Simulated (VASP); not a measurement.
# GaP (F-43m) in VASP: a series of runs, part 2 of 2

VASP 6.6.1.

**4. Single point, PBE+D3(BJ)**

This run uses another cell than the first one, of 20.24 Å³/atom, 1.033 times its volume.

File INCAR:

```
  PREC = Accurate
  ENCUT = 520
  EDIFF = 1E-7
  ISMEAR = 0
  SIGMA = 0.05
  LREAL = False
  LASPH = True
  NELM = 100
  ALGO = Normal
  ISIF = 2
  LWAVE = False
  LCHARG = False
  GGA = PE
  IVDW = 12
  NBANDS = 16
```

File KPOINTS:

```
regular mesh
0
Gamma
  8 8 8
```

File POSCAR:

```
GaP
1.0
    0.0000000000      2.7252500963      2.7252500963
    2.7252500963      0.0000000000      2.7252500963
    2.7252500963      2.7252500963      0.0000000000
Ga P
1 1
Direct
    0.0000000000      0.0000000000      0.0000000000
    0.7500000000      0.7500000000      0.7500000000
```

Potentials or basis: VASP PAW PBE potentials, release 64 (Ga_d, P).

The run is started by

```
$ cat potpaw_PBE.64/Ga_d/POTCAR potpaw_PBE.64/P/POTCAR > POTCAR
$ mpirun -np 1 vasp_std > vasp.out
```

OUTCAR:

```text
PREC = Accurate
   ENCUT = 520
   EDIFF = 1E-7
   ISMEAR = 0
   LREAL = False
   LASPH = True
   NELM = 100
   ISIF = 2
   GGA = PE
   IVDW = 12
 IVDW          = 12

 ion  position               nearest neighbor table
   1  0.000  0.000  0.000-   2 2.36   2 2.36   2 2.36   2 2.36
   2  0.750  0.750  0.750-   1 2.36   1 2.36   1 2.36   1 2.36

  LATTYP: Found a face centered cubic cell.
 ALAT       =     5.4505001926

  Lattice vectors:

 A1 = (   0.0000000000,   2.7252500963,   2.7252500963)
 A2 = (   2.7252500963,   0.0000000000,   2.7252500963)
 A3 = (   2.7252500963,   2.7252500963,   0.0000000000)

Analysis of symmetry for initial positions (statically):
=====================================================================
 Subroutine PRICEL returns:
 Original cell was already a primitive cell.

 Routine SETGRP: Setting up the symmetry group for a
 face centered cubic supercell.

 Subroutine GETGRP returns: Found 24 space group operations
 (whereof 24 operations were pure point group operations)
 out of a pool of 48 trial point group operations.

The static configuration has the point symmetry T_d .

Analysis of symmetry for dynamics (positions and initial velocities):
[... 162 lines left out ...]
 val. band max:        4.6525330809   @ k =   0.0000   0.0000   0.0000
 cond. band min:       6.2942609121   @ k =   0.3750   0.3750   0.0000
 fundamental gap:      1.6417278312
 Fermi energy:         4.8765465220

 k-point     1 :       0.0000    0.0000    0.0000
  band No.  band energies     occupation
      1      -9.8988      2.00000
      2      -9.8988      2.00000
      3      -9.8988      2.00000
      4      -9.7991      2.00000
      5      -9.7991      2.00000
      6      -7.8392      2.00000
[... 433 lines left out ...]
      3      -9.8558      2.00000
      4      -9.8042      2.00000
      5      -9.7918      2.00000
      6      -5.3673      2.00000
[... 8 lines left out ...]
     15      16.6576      0.00000
     16      17.1623      0.00000

 [... further k-points ...]

------------------------ aborting loop because EDIFF is reached ----------------------------------------

 Edisp (eV)   -0.63299

 E8    (eV) :    -0.2684

  FORCE on cell =-STRESS in cart. coord.  units (eV):
  Direction    XX          YY          ZZ          XY          YZ          ZX
  --------------------------------------------------------------------------------------
  -------------------------------------------------------------------------------------
  Total      -0.06001    -0.06001    -0.06001     0.00000     0.00000    -0.00000
  in kB      -2.37531    -2.37531    -2.37531     0.00000     0.00000    -0.00000
  external pressure =       -2.38 kB  Pullay stress =        0.00 kB

 VOLUME and BASIS-vectors are now :
 -----------------------------------------------------------------------------
  energy-cutoff  :      520.00
  volume of cell :       40.48
      direct lattice vectors                 reciprocal lattice vectors
     0.000000000  2.725250096  2.725250096    -0.183469400  0.183469400  0.183469400
     2.725250096  0.000000000  2.725250096     0.183469400 -0.183469400  0.183469400
     2.725250096  2.725250096  0.000000000     0.183469400  0.183469400 -0.183469400

 POSITION                                       TOTAL-FORCE (eV/Angst)
 -----------------------------------------------------------------------------------
      0.00000      0.00000      0.00000        -0.000000     -0.000000     -0.000000
      4.08788      4.08788      4.08788         0.000000      0.000000      0.000000
 -----------------------------------------------------------------------------------
    total drift:                               -0.000002     -0.000002     -0.000002

  FREE ENERGIE OF THE ION-ELECTRON SYSTEM (eV)
  ---------------------------------------------------
  free  energy   TOTEN  =        -9.7491137012 eV

  energy  without entropy=       -9.7491137012  energy(sigma->0) =       -9.74911370
```

OSZICAR:

```text
N       E                     dE             d eps       ncg     rms          rms(c)
DAV:   1     0.804649899101E+02    0.80465E+02   -0.90530E+03   944   0.161E+03
DAV:   2    -0.324547520062E+01   -0.83710E+02   -0.79665E+02  1064   0.308E+02
DAV:   3    -0.928423069150E+01   -0.60388E+01   -0.60155E+01  1144   0.646E+01
DAV:   4    -0.938364867513E+01   -0.99418E-01   -0.99394E-01  1168   0.912E+00
DAV:   5    -0.938551446501E+01   -0.18658E-02   -0.18657E-02  1192   0.109E+00    0.425E+00
DAV:   6    -0.914250036687E+01    0.24301E+00   -0.37846E-01  1464   0.105E+01    0.281E+00
DAV:   7    -0.911527729727E+01    0.27223E-01   -0.95068E-02  1248   0.207E+00    0.112E+00
DAV:   8    -0.911558125130E+01   -0.30395E-03   -0.13415E-02  1064   0.140E+00    0.198E-01
DAV:   9    -0.911597993880E+01   -0.39869E-03   -0.13316E-03  1184   0.499E-01    0.802E-02
DAV:  10    -0.911605066602E+01   -0.70727E-04   -0.11091E-04  1432   0.116E-01    0.388E-02
DAV:  11    -0.911612147360E+01   -0.70808E-04   -0.95794E-05  1080   0.797E-02    0.496E-03
DAV:  12    -0.911612116852E+01    0.30508E-06   -0.26021E-06  1160   0.205E-02    0.315E-03
DAV:  13    -0.911612146580E+01   -0.29728E-06   -0.81636E-07  1200   0.748E-03    0.192E-03
DAV:  14    -0.911612149459E+01   -0.28791E-07   -0.24098E-08   888   0.120E-03
   1 F= -.97491137E+01 E0= -.97491137E+01  d E =-.316736E-12
```

stdout:

```text
POSCAR found type information on POSCAR GaP
 POSCAR found :  2 types and       2 ions
 scaLAPACK will be used
 LDA part: xc-table for (Slater+PW92), standard interpolation
 POSCAR, INCAR and KPOINTS ok, starting setup
 FFT: planning ... GRIDC
 FFT: planning ... GRID_SOFT
 FFT: planning ... GRID
 WAVECAR not read
 entering main loop
```

It took 26 s on 1 thread of AMD EPYC 9R45 (Zen 5), shared host; peak memory 0.15 GiB.

What came out:

```yaml
Free_energy: -9.7491 eV
Pressure: -0.2 GPa
Band_gap_on_the_k_mesh: 1.64 eV, indirect (least direct gap 1.83 eV)
Dispersion_energy_per_atom: -0.316 eV
```

**5. Single point, PBE+D3(BJ)**

This run uses another cell than the first one, of 20.16 Å³/atom, 1.029 times its volume.

File INCAR:

```
ALGO = Normal
EDIFF = 1E-6
ENCUT = 520
GGA = PE
ISIF = 2
ISMEAR = 0
IVDW = 12
LASPH = True
LCHARG = False
LREAL = False
LWAVE = False
NBANDS = 16
NELM = 60
PREC = Accurate
SIGMA = 0.05
```

File KPOINTS:

```
k-points
0
Gamma
  8 8 8
```

File POSCAR:

```
GaP
1.0
    0.0000000000      2.7216115738      2.7216115738
    2.7216115738      0.0000000000      2.7216115738
    2.7216115738      2.7216115738      0.0000000000
Ga P
1 1
Direct
    0.0000000000      0.0000000000      0.0000000000
    0.7500000000      0.7500000000      0.7500000000
```

The run is started by

```
$ cat potpaw_PBE.64/Ga_d/POTCAR potpaw_PBE.64/P/POTCAR > POTCAR
$ mpirun -np 1 vasp_std > vasp.out
```

It took 22 s on 1 thread of AMD EPYC 9R45 (Zen 5), shared host; peak memory 0.15 GiB.

The run converged. Its results:

- Free energy: -9.7492 eV
- Pressure: 0.0 GPa
- Band gap on the k mesh: 1.64 eV, indirect (least direct gap 1.86 eV)
- Dispersion energy per atom: -0.318 eV

Levels at points of the mesh, in eV from the valence-band top:
| k point | band 7 | band 8 | band 9 | band 10 | band 11 | band 12 |
| --- | --- | --- | --- | --- | --- | --- |
| (0.00, 0.00, 0.00) | 0.00 | 0.00 | 0.00 | 1.86 | 3.89 | 3.89 |
| (0.50, 0.00, 0.00) | -6.65 | -1.12 | -1.12 | 1.68 | 4.72 | 4.72 |
| (0.50, 0.50, 0.00) | -6.77 | -2.70 | -2.70 | 1.65 | 1.82 | 10.63 |

**6. The runs side by side**

```tsv
level	potentials or basis	cell	gap on the mesh (eV)	pressure (GPa)
LDA	VASP PAW LDA potentials, release 64 (Ga_d, P)	a = 3.812 Å, angles 60.0°, 2 atoms	1.43	0.1
LDA	VASP PAW LDA potentials, release 64 (Ga_d, P)	a = 3.837 Å, angles 60.0°, 2 atoms	1.47	-1.6
PBE+D3(BJ)	VASP PAW PBE potentials, release 64 (Ga_d, P)	a = 3.854 Å, angles 60.0°, 2 atoms	1.64	-0.2
PBE+D3(BJ)	VASP PAW PBE potentials, release 64 (Ga_d, P)	a = 3.849 Å, angles 60.0°, 2 atoms	1.64	0.0
```

Alike in all rows: task single point; no spin polarisation; k mesh 8 × 8 × 8; cutoff (eV) 520; smearing gaussian 0.05 eV.

Total energies depend on the potentials used, so only differences within one code and one set of settings carry meaning.

**7. Comparison with measurements**

Step 2. Against the measured gap of GaP, 2.34 eV (indirect; 10 K; quoted in “Stacking defects in GaP nanowires: Electronic structure and optical properties”, 2018, arxiv:1810.01194), the calculated 1.43 eV is off by -0.91 eV. Spin-orbit coupling on Ga is left out. The value is that of LDA on a finite k mesh, which can miss the band edges, without temperature or zero-point motion. Semilocal functionals fall short of measured gaps as a rule.

Step 4. Measured gap of GaP: 2.34 eV (indirect; 10 K; quoted in “Stacking defects in GaP nanowires: Electronic structure and optical properties”, 2018, arxiv:1810.01194). This calculation gives 1.64 eV (-0.70 eV). Spin-orbit coupling on Ga is left out. The value is that of PBE+D3(BJ) on a finite k mesh, which can miss the band edges, without temperature or zero-point motion. Semilocal functionals fall short of measured gaps as a rule.

Step 5. Against the measured gap of GaP, 2.34 eV (indirect; 10 K; quoted in “Stacking defects in GaP nanowires: Electronic structure and optical properties”, 2018, arxiv:1810.01194), the calculated 1.64 eV is off by -0.70 eV. Spin-orbit coupling on Ga is left out. The value is that of PBE+D3(BJ) on a finite k mesh, which can miss the band edges, without temperature or zero-point motion. Semilocal functionals fall short of measured gaps as a rule.
